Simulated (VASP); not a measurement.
Input of a VASP 6.6.1 run:

Contents of INCAR:

```
SYSTEM = SiC
ALGO = Normal ; EDIFF = 1E-6
ENCUT = 600 ; GGA_COMPAT = .False.
ISIF = 2 ; ISMEAR = 0
LASPH = .True. ; LCHARG = .False.
LREAL = .False. ; LWAVE = .False.
NBANDS = 11 ; NELM = 120
PREC = Accurate ; SIGMA = 0.02
```

Contents of KPOINTS:

```
k-points
0
Gamma
  10 10 10
  0 0 0
```

Contents of POSCAR:

```
SiC
1.0
    0.0000000000      2.1645334014      2.1645334014
    2.1645334014      0.0000000000      2.1645334014
    2.1645334014      2.1645334014      0.0000000000
Si C
1 1
Direct
    0.7500000000      0.7500000000      0.7500000000
    0.0000000000      0.0000000000      0.0000000000
```

Potentials or basis: VASP PAW LDA potentials, release 64 (Si, C).

Command:

```bash
$ cat potpaw_LDA.64/Si/POTCAR potpaw_LDA.64/C/POTCAR > POTCAR
$ mpirun -np 1 vasp_std > vasp.out
```

(1) Estimate the band gap on the k mesh.

(2) What does it give for the pressure?

## Answers

(1) 1.29 eV, indirect (least direct gap 4.52 eV).

(2) 0.2 GPa.
